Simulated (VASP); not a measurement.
# HfB2 in VASP: a series of runs, part 3 of 3

VASP 6.6.1. The steps go on from the part before.

## (5) Electric field gradients, PBEsol (equal xy, yz and zx shear strains of -2 %)

INCAR reads:

```
SYSTEM = HfB2
  ALGO = Normal
  EDIFF = 1E-8
  ENCUT = 520
  GGA = PS
  ISIF = 2
  ISMEAR = -1
  LASPH = .TRUE.
  LCHARG = .FALSE.
  LEFG = .TRUE.
  LREAL = .FALSE.
  LWAVE = .FALSE.
  NBANDS = 15
  NELM = 80
  PREC = Accurate
  SIGMA = 0.05
```

KPOINTS reads:

```
k-points
0
G
  13 13 11
  0 0 0
```

POSCAR reads:

```
HfB2
1.0
    3.1400001005     -0.0314000010     -0.0314000010
   -1.5971932488      2.7350198554     -0.0114931980
   -0.0348000000     -0.0348000000      3.4800000000
Hf B
1 2
Direct
    0.0000000000      0.0000000000      0.0000000000
    0.3333333333      0.6666666667      0.5000000000
    0.6666666667      0.3333333333      0.5000000000
```

Potentials or basis: VASP PAW PBE potentials, release 64 (Hf_pv, B).

Command:

```bash
cat potpaw_PBE.64/Hf_pv/POTCAR potpaw_PBE.64/B/POTCAR > POTCAR
mpirun -np 1 vasp_std > vasp.out
```

OUTCAR:

```text
SYSTEM = HfB2
   EDIFF = 1E-8
   ENCUT = 520
   GGA = PS
   ISIF = 2
   ISMEAR = -1
   LASPH = .TRUE.
   LREAL = .FALSE.
   NELM = 80
   PREC = Accurate

 ion  position               nearest neighbor table
   1  0.000  0.000  0.000-   3 2.47   2 2.47   3 2.49   2 2.49   2 2.52   3 2.52   2 2.53   3 2.53
                             2 2.54   3 2.54   3 2.54   2 2.54
   2  0.333  0.667  0.500-   3 1.80   3 1.81   3 1.83   1 2.47   1 2.49   1 2.52   1 2.53   1 2.54
                             1 2.54
   3  0.667  0.333  0.500-   2 1.80   2 1.81   2 1.83   1 2.47   1 2.49   1 2.52   1 2.53   1 2.54
                             1 2.54

  LATTYP: Found a triclinic cell.
 ALAT       =     3.1131420021
 B/A-ratio  =     1.0173814952
 C/A-ratio  =     1.1179534953
 COS(alpha) =     0.0072205084
 COS(beta)  =     0.0274156886
 COS(gamma) =     0.5000742387

  Lattice vectors:

 A1 = (  -1.5428068517,  -2.7036198544,   0.0428931990)
 A2 = (   1.5971932488,  -2.7350198554,   0.0114931980)
 A3 = (  -0.0348000000,  -0.0348000000,   3.4800000000)

Analysis of symmetry for initial positions (statically):
=====================================================================
 Subroutine PRICEL returns:
 Original cell was already a primitive cell.

 Routine SETGRP: Setting up the symmetry group for a
 triclinic supercell.

 Subroutine GETGRP returns: Found  2 space group operations
 (whereof  2 operations were pure point group operations)
 out of a pool of  2 trial point group operations.

The static configuration has the point symmetry S_2 .

Analysis of symmetry for dynamics (positions and initial velocities):
=====================================================================
 Subroutine PRICEL returns:
 Original cell was already a primitive cell.

 Routine SETGRP: Setting up the symmetry group for a
 triclinic supercell.

 Subroutine GETGRP returns: Found  2 space group operations
 (whereof  2 operations were pure point group operations)
 out of a pool of  2 trial point group operations.

The dynamic configuration has the point symmetry S_2 .

 Subroutine INISYM returns: Found  2 space group operations
 (whereof  2 operations are pure point group operations),
 and found     1 'primitive' translations

----------------------------------------------------------------------------------------

                                     Primitive cell

  volume of cell :      29.7056

  direct lattice vectors                    reciprocal lattice vectors
     3.140000101 -0.031400001 -0.031400001     0.320393321  0.187124192  0.005075175
    -1.597193249  2.735019855 -0.011493198     0.003715286  0.367813319  0.003715286
    -0.034800000 -0.034800000  3.480000000     0.002903176  0.002903176  0.287414385

  length of vectors
     3.140314085  3.167253065  3.480347983     0.371070210  0.367850845  0.287443709

  position of ions in fractional coordinates (direct lattice)
     0.000000000  0.000000000  0.000000000
     0.333333333  0.666666667  0.500000000
     0.666666667  0.333333333  0.500000000
[... 100 lines left out ...]
  Fermi-wavevector in a.u.,A,eV,Ry     =   1.331994  2.517103 24.139552  1.774207
  Thomas-Fermi vector in A             =   2.460962
   LORBIT       =      0    0 simple, 1 ext, 2 COOP (PROOUT), +10 PAW based schemes
   GGA     = PS    functional components
   LHFCALC =     F    Hartree Fock is set to
   AEXX    =    0.0000 exact exchange contribution
   IVDW    =     0    specifies the selected vdW correction
   LEPSILON=     F    determine dielectric tensor
   LRPA    =     F    only Hartree local field effects (RPA)
 non-spin polarized calculation
  energy-cutoff  :      520.00
  volume of cell :       29.71
 maximum number of plane-waves:       815
   NGX = 11   NGY = 11   NGZ = 13

 number of electron      15.9999998 magnetization

 Free energy of the ion-electron system (eV)
  ---------------------------------------------------
  ext. energy  EPLUGINS =         0.00000000
  ---------------------------------------------------
  free energy    TOTEN  =       -27.82948167 eV

  energy without entropy =      -27.82767224  energy(sigma->0) =      -27.82857696

 E-fermi :   7.6163     XC(G=0): -12.6821

 val. band max:        7.6150638011   @ k =  -0.0000  -0.0769   0.2727
 cond. band min:       7.6254263127   @ k =  -0.4615   0.1538  -0.0000
 fundamental gap:      0.0103625116
 Fermi energy:         7.6163418071

 k-point     1 :       0.0000    0.0000    0.0000
  band No.  band energies     occupation
      1     -23.0227      2.00000
      2     -22.5340      2.00000
      3     -22.4953      2.00000
      4      -6.1716      2.00000
      5       4.4810      2.00000
      6       4.5805      2.00000
      7       4.7793      2.00000
      8       4.8097      2.00000
      9      11.4231      0.00000
     10      11.5034      0.00000
     11      12.2108      0.00000
     12      12.3000      0.00000
     13      12.3117      0.00000
     14      12.5703      0.00000
[... 401 lines left out ...]
      2     -22.9162      2.00000
      3     -22.7210      2.00000
      4      -3.9566      2.00000
      5       1.1699      2.00000
      6       2.8992      2.00000
      7       3.8242      2.00000
      8       6.4823      2.00000
      9       8.4643      0.00000
     10       9.0261      0.00000
     11      12.8446      0.00000
     12      13.5415      0.00000
     13      14.2352      0.00000
     14      15.2271      0.00000
     15      17.0309      0.00000

 [... further k-points ...]

------------------------ aborting loop because EDIFF is reached ----------------------------------------

  FORCE on cell =-STRESS in cart. coord.  units (eV):
  Direction    XX          YY          ZZ          XY          YZ          ZX
  --------------------------------------------------------------------------------------
  -------------------------------------------------------------------------------------
  Total       -0.6974971     -0.6987092     -0.8895928      1.0323559      1.0041925      1.0052490
  in kB      -37.6196691    -37.6850452    -47.9803964     55.6803566     54.1613551     54.2183398
  external PRESSURE =     -41.0950369 kB  Pullay stress =       0.0000000 kB

 VOLUME and BASIS-vectors are now :
 -----------------------------------------------------------------------------
  energy-cutoff  :      520.00
  volume of cell :       29.71
      direct lattice vectors                 reciprocal lattice vectors
     3.140000101 -0.031400001 -0.031400001     0.320393321  0.187124192  0.005075175
    -1.597193249  2.735019855 -0.011493198     0.003715286  0.367813319  0.003715286
    -0.034800000 -0.034800000  3.480000000     0.002903176  0.002903176  0.287414385

 POSITION                                       TOTAL-FORCE (eV/Angst)
 -----------------------------------------------------------------------------------
      0.00000      0.00000      0.00000         0.000000      0.000000      0.000000
     -0.03553      1.79548      1.72187        -0.021651      0.005690     -0.007621
      1.54354      0.87334      1.71524         0.021651     -0.005690      0.007621
 -----------------------------------------------------------------------------------
    total drift:                               -0.000000      0.000000      0.000000

  FREE ENERGIE OF THE ION-ELECTRON SYSTEM (eV)
  ---------------------------------------------------
  free  energy   TOTEN  =       -27.8294816744 eV

  energy  without entropy=      -27.8276722400  energy(sigma->0) =      -27.82857696

 Electric field gradients (V/A^2)
---------------------------------------------------------------------
 ion       V_xx      V_yy      V_zz      V_xy      V_xz      V_yz
---------------------------------------------------------------------
   1     -39.871   -39.559    79.430   -21.108   -41.860   -41.889
   2      -0.845    -0.826     1.671    -1.035    -0.755    -0.756
   3      -0.845    -0.826     1.671    -1.035    -0.755    -0.756
---------------------------------------------------------------------

 Electric field gradients after diagonalization (V/A^2)
 (convention: |V_zz| > |V_xx| > |V_yy|)
----------------------------------------------------------------------
 ion       V_xx      V_yy      V_zz     asymmetry (V_yy - V_xx)/ V_zz
----------------------------------------------------------------------
   1     -82.483   -18.607   101.089       0.632
   2       1.968     0.200    -2.168       0.816
   3       1.968     0.200    -2.168       0.816
----------------------------------------------------------------------

           NMR quadrupolar parameters

 Cq : quadrupolar parameter    Cq=e*Q*V_zz/h
 eta: asymmetry parameters     (V_yy - V_xx)/ V_zz
 Q  : nuclear electric quadrupole moment in mb (millibarn)
----------------------------------------------------------------------
 ion       Cq(MHz)       eta       Q (mb)
----------------------------------------------------------------------
   1       0.244       0.632       1.000
   2      -0.005       0.816       1.000
   3      -0.005       0.816       1.000
----------------------------------------------------------------------
```

OSZICAR:

```text
N       E                     dE             d eps       ncg     rms          rms(c)
DAV:   1     0.268769535557E+02    0.26877E+02   -0.79567E+03 27908   0.101E+03
DAV:   2    -0.285458250413E+02   -0.55423E+02   -0.51821E+02 37188   0.220E+02
DAV:   3    -0.300372394236E+02   -0.14914E+01   -0.14856E+01 36734   0.265E+01
DAV:   4    -0.300432262515E+02   -0.59868E-02   -0.59853E-02 32786   0.207E+00
DAV:   5    -0.300432611070E+02   -0.34856E-04   -0.34855E-04 36671   0.140E-01    0.535E+01
DAV:   6    -0.279464941938E+02    0.20968E+01   -0.25494E+00 34522   0.115E+01    0.389E+01
DAV:   7    -0.278990198642E+02    0.47474E-01   -0.91747E-01 36685   0.697E+00    0.109E+01
DAV:   8    -0.278338218953E+02    0.65198E-01   -0.24193E-01 33396   0.372E+00    0.154E+00
DAV:   9    -0.278297291296E+02    0.40928E-02   -0.20172E-02 33115   0.114E+00    0.410E-01
DAV:  10    -0.278294764874E+02    0.25264E-03   -0.86082E-04 36622   0.248E-01    0.241E-01
DAV:  11    -0.278294836597E+02   -0.71723E-05   -0.62279E-05 33528   0.583E-02    0.831E-02
DAV:  12    -0.278294815510E+02    0.21087E-05   -0.35399E-06 34354   0.139E-02    0.989E-03
DAV:  13    -0.278294816477E+02   -0.96713E-07   -0.20560E-07 35439   0.356E-03    0.194E-03
DAV:  14    -0.278294816598E+02   -0.12048E-07   -0.26995E-08 33367   0.132E-03    0.140E-03
DAV:  15    -0.278294816759E+02   -0.16168E-07   -0.23033E-09 16463   0.395E-04    0.738E-04
DAV:  16    -0.278294816744E+02    0.15036E-08   -0.17543E-10 15217   0.117E-04
   1 F= -.27829482E+02 E0= -.27828577E+02  d E =-.180943E-02
```

stdout:

```text
POSCAR found type information on POSCAR HfB
 POSCAR found :  2 types and       3 ions
 scaLAPACK will be used
 -----------------------------------------------------------------------------
|                                                                             |
|                                                                             |
|     You enforced a specific xc type in the INCAR file but a different       |
|     I HOPE YOU KNOW WHAT YOU ARE DOING!                                     |
|                                                                             |
 -----------------------------------------------------------------------------

 LDA part: xc-table for (Slater+PW92), standard interpolation
 POSCAR, INCAR and KPOINTS ok, starting setup
 FFT: planning ... GRIDC
 FFT: planning ... GRID_SOFT
 FFT: planning ... GRID
 WAVECAR not read
 entering main loop
ion   1
     0.0000654     0.4426655     0.9735881    -0.6248276     0.9731607    -0.0021361
     0.0000901     0.4426655     0.9735881    -0.6248276     0.9731607    -0.0021361
     0.0001241     0.4426655     0.9735881    -0.6248276     0.9731607    -0.0021361
     0.0001709     0.4426655     0.9735881    -0.6248277     0.9731607    -0.0021361
[... 23 lines left out ...]
     0.0000257     1.2452109     0.8928378    -2.5414633     0.8918255     0.0132307
     0.0000354     1.2452109     0.8928377    -2.5414633     0.8918254     0.0132307
     0.0000487     1.2452108     0.8928377    -2.5414632     0.8918254     0.0132307
     0.0000671     1.2452107     0.8928376    -2.5414632     0.8918253     0.0132307
```

Run time: 2.2 min. Hardware: 1 thread of Intel Xeon 6975P-C (Granite Rapids), shared host; peak memory 0.5 GiB.

What came out:

```yaml
Free_energy: -27.8295 eV
Pressure: -4.1 GPa
Largest_force: 0.024 eV/Å
Band_gap_on_the_k_mesh: zero (band 8 reaches 8.08 eV, above the bottom of band 9 at 7.05 eV)
```

Forces on the atoms (eV/Å):
```
Hf   0.000  0.000  0.000
B   -0.022  0.006 -0.008
B    0.022 -0.006  0.008
```

Stress tensor (GPa, compression positive):
```
-3.76  5.57  5.42
 5.57 -3.77  5.42
 5.42  5.42 -4.80
```

Electric field gradients, principal values (V/Å²):
```csv
atom,least,middle,greatest (by size)
1 Hf,-18.607,-82.483,101.089
2 B,0.200,1.968,-2.168
3 B,0.200,1.968,-2.168
```

Caveat: the cell differs from its parent crystal (equal xy, yz and zx shear strains of -2 %); without QUAD_EFG the Cq values of the log hold for a quadrupole moment of 1 mb, not for the nuclei; the PAW data sets were made with another functional, which shifts forces and pressure a little; spin-orbit coupling is left out, which moves the levels of the heavy elements.

## (6) Overview

| cell | gap on the mesh (eV) | pressure (GPa) |
| --- | --- | --- |
| a = 3.140, b = 3.140, c = 3.550 Å, angles 90.0, 90.0, 120.0°, 3 atoms | none | -8.8 |
| a = 3.140, b = 3.140, c = 3.584 Å, angles 90.0, 90.0, 120.0°, 3 atoms | none | -10.7 |
| a = 3.140, b = 3.167, c = 3.480 Å, angles 90.4, 91.1, 120.9°, 3 atoms | none | -4.1 |

Alike in all rows: task electric field gradients; level PBEsol; potentials or basis VASP PAW PBE potentials, release 64 (Hf_pv, B); no spin polarisation; k mesh 13 × 13 × 11; cutoff (eV) 520; smearing fermi-dirac 0.05 eV.

Caveats: the PAW data sets were made with another functional, which shifts forces and pressure a little; spin-orbit coupling is left out, which moves the levels of the heavy elements.

Total energies depend on the potentials used, so only differences within one code and one set of settings carry meaning.
